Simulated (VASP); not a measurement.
# Au (P6_3/mmc) in VASP: notebook, part 2 of 2

VASP 6.6.1. Earlier steps stand in the parts before.

## 5. Single point, LDA

This run uses another cell than the first one, of the same volume but with other edges.

File INCAR:

```
ALGO = Fast ; EDIFF = 1E-6
ENCUT = 520 ; GGA = CA
ISIF = 2 ; ISMEAR = 0
LASPH = True ; LCHARG = False
LREAL = False ; LWAVE = False
NBANDS = 18 ; NELM = 80
PREC = Accurate ; SIGMA = 0.15
```

File KPOINTS:

```
k-points
0
Gamma
  21 21 12
```

File POSCAR:

```
Au
1.0
    2.8093134480      0.0000000000      0.0000000000
   -1.4046567240      2.4329368131      0.0000000000
    0.0000000000      0.0000000000      5.2001389154
Au
2
Direct
    0.3333333333      0.6666666667      0.7500000000
    0.6666666667      0.3333333333      0.2500000000
```

Potentials or basis: VASP PAW LDA potentials, release 64 (Au).

The run is started by

```console
> cat potpaw_LDA.64/Au/POTCAR > POTCAR
> mpirun -np 1 vasp_std > vasp.out
```

OUTCAR:

```text
EDIFF = 1E-6
   ENCUT = 520
   GGA = CA
   ISIF = 2
   ISMEAR = 0
   LASPH = True
   LREAL = False
   NELM = 80
   PREC = Accurate

 ion  position               nearest neighbor table
   1  0.333  0.667  0.750-   2 3.06   2 3.06   2 3.06   2 3.06   2 3.06   2 3.06
   2  0.667  0.333  0.250-   1 3.06   1 3.06   1 3.06   1 3.06   1 3.06   1 3.06

  LATTYP: Found a hexagonal cell.
 ALAT       =     2.8093134480
 C/A-ratio  =     1.8510354973

  Lattice vectors:

 A1 = (   2.8093134480,   0.0000000000,   0.0000000000)
[... 195 lines left out ...]
      6       4.3034      2.00000
[... 481 lines left out ...]
      5       3.7097      2.00000
      6       4.4334      2.00000
[... 10 lines left out ...]
     17      25.3552      0.00000
     18      25.5065      0.00000

 [... further k-points ...]
[... 5 lines left out ...]
  --------------------------------------------------------------------------------------
  -------------------------------------------------------------------------------------
  Total       -1.2448610     -1.2448610     -2.7795291      0.0000000      0.0000000      0.0000000
  in kB      -56.1158422    -56.1158422   -125.2956051      0.0000000      0.0000000      0.0000000
  external PRESSURE =     -79.1757632 kB  Pullay stress =       0.0000000 kB

 VOLUME and BASIS-vectors are now :
 -----------------------------------------------------------------------------
  energy-cutoff  :      520.00
  volume of cell :       35.54
      direct lattice vectors                 reciprocal lattice vectors
     2.809313448  0.000000000  0.000000000     0.355958856  0.205512941  0.000000000
    -1.404656724  2.432936813  0.000000000     0.000000000  0.411025882  0.000000000
     0.000000000  0.000000000  5.200138915     0.000000000  0.000000000  0.192302555

 POSITION                                       TOTAL-FORCE (eV/Angst)
 -----------------------------------------------------------------------------------
     -0.00000      1.62196      3.90010         0.000000     -0.000000      0.000000
      1.40466      0.81098      1.30003        -0.000000      0.000000      0.000000
 -----------------------------------------------------------------------------------
    total drift:                               -0.000000      0.000000     -0.000000

  FREE ENERGIE OF THE ION-ELECTRON SYSTEM (eV)
  ---------------------------------------------------
  free  energy   TOTEN  =        -8.7554416194 eV

  energy  without entropy=       -8.7449930992  energy(sigma->0) =       -8.75021736
```

OSZICAR:

```text
N       E                     dE             d eps       ncg     rms          rms(c)
DAV:   1     0.120524710059E+03    0.12052E+03   -0.11675E+04 12112   0.118E+03
DAV:   2    -0.730588112527E+01   -0.12783E+03   -0.12171E+03 12824   0.259E+02
DAV:   3    -0.942859648833E+01   -0.21227E+01   -0.21074E+01 14110   0.336E+01
DAV:   4    -0.943775391701E+01   -0.91574E-02   -0.91563E-02 13388   0.232E+00
DAV:   5    -0.943783611540E+01   -0.82198E-04   -0.82199E-04 13504   0.235E-01    0.123E+01
RMM:   6    -0.879721007952E+01    0.64063E+00   -0.11754E+00 12100   0.793E+00    0.779E+00
RMM:   7    -0.876143972232E+01    0.35770E-01   -0.10737E-01 12503   0.253E+00    0.356E+00
RMM:   8    -0.875552348961E+01    0.59162E-02   -0.14966E-02 12631   0.983E-01    0.503E-01
RMM:   9    -0.875544579327E+01    0.77696E-04   -0.12098E-03 13320   0.258E-01    0.161E-01
RMM:  10    -0.875545097848E+01   -0.51852E-05   -0.17324E-04 13394   0.885E-02    0.131E-01
RMM:  11    -0.875544142087E+01    0.95576E-05   -0.32055E-05 13176   0.406E-02    0.151E-02
RMM:  12    -0.875544161936E+01   -0.19849E-06   -0.45626E-06 10585   0.140E-02
   1 F= -.87554416E+01 E0= -.87502174E+01  d E =-.104485E-01
```

stdout:

```text
POSCAR found type information on POSCAR Au
 POSCAR found :  1 types and       2 ions
 scaLAPACK will be used
 LDA part: xc-table for (Slater(with rela. corr.)+CA(PZ))
 , standard interpolation
 POSCAR, INCAR and KPOINTS ok, starting setup
 FFT: planning ... GRIDC
 FFT: planning ... GRID_SOFT
 FFT: planning ... GRID
 WAVECAR not read
 entering main loop
```

Wall time 4.2 min (1 thread of Intel Xeon 8259CL, shared host); peak memory 0.28 GiB.

Results:

```yaml
Free_energy: -8.7554 eV
Pressure: -7.9 GPa
Band_gap_on_the_k_mesh: zero (bands 11 and 12 overlap by 6.80 eV)
```

Levels at points of the mesh, in eV from the Fermi level:
```tsv
k point	band 8	band 9	band 10	band 11	band 12	band 13	band 14	band 15
(0.00, 0.00, 0.00)	-2.95	-2.95	-2.09	-2.09	-1.50	1.37	13.71	15.19
(0.00, 0.00, 0.50)	-4.40	-2.45	-2.45	-2.45	-2.45	8.33	8.33	15.48
```

Caveat: the stress differs along the axes, from -13 to -6 GPa; spin-orbit coupling is left out, which moves the levels of the heavy elements.

## 6. Summary

```tsv
cell	gap on the mesh (eV)	pressure (GPa)
a = 3.061, b = 3.061, c = 4.379 Å, angles 90.0, 90.0, 120.0°, 2 atoms	none	-7.2
a = 2.729, b = 2.729, c = 5.511 Å, angles 90.0, 90.0, 120.0°, 2 atoms	none	-2.2
a = 2.982, b = 2.982, c = 4.616 Å, angles 90.0, 90.0, 120.0°, 2 atoms	none	-9.7
a = 2.809, b = 2.809, c = 5.200 Å, angles 90.0, 90.0, 120.0°, 2 atoms	none	-7.9
```

Alike in all rows: task single point; level LDA; potentials or basis VASP PAW LDA potentials, release 64 (Au); no spin polarisation; k mesh 21 × 21 × 12; cutoff (eV) 520; smearing gaussian 0.15 eV.

Caveats: spin-orbit coupling is left out, which moves the levels of the heavy elements; the stress differs along the axes, from -10 to -1 GPa (at least some runs); the stress differs along the axes, from -11 to 2 GPa (at least some runs); the stress differs along the axes, from -11 to -6 GPa (at least some runs); the stress differs along the axes, from -13 to -6 GPa (at least some runs).

Absolute energies hang on the potentials; compare differences alone.
